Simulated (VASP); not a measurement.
Ga17N16 (a cell with a defect), 33 atoms in the cell. The cell holds a defect, 33 atoms: a = 7.878 Å, b = 7.878 Å, c = 7.878 Å, α = 109.47°, β = 109.47°, γ = 109.47°.  This cell differs from its parent crystal: with an interstitial atom, then relaxed in part.

```yaml
Program: VASP 6.6.1
Task: single point
Functional: PBE
Potentials_or_basis: VASP PAW PBE potentials, release 64 (Ga_d, N)
Cutoff: 520 eV
k_mesh: 2 × 2 × 2, shifted
Occupations: gaussian, width 0.01 eV
Spin: collinear spin
Dipole_correction: no
Further_INCAR_settings: LREAL = Auto; ALGO = Normal; EDIFF = 1e-06; NBANDS = 176
```

Potentials or basis: VASP PAW PBE potentials, release 64 (Ga_d, N).

Command:

```console
$ cat potpaw_PBE.64/Ga_d/POTCAR potpaw_PBE.64/N/POTCAR > POTCAR
$ mpirun -np 4 vasp_std > vasp.out
```

Hardware: 4 MPI ranks on Intel(R) Xeon(R) Platinum 8488C (Sapphire Rapids) (shared host).

Q: Estimate the wall time of this run.

A: It took 6.8 min on 4 MPI ranks on Intel(R) Xeon(R) Platinum 8488C (Sapphire Rapids), with other jobs on the host, peak memory 0.53 GiB a rank. Counts: scf iterations 19, k points 4.
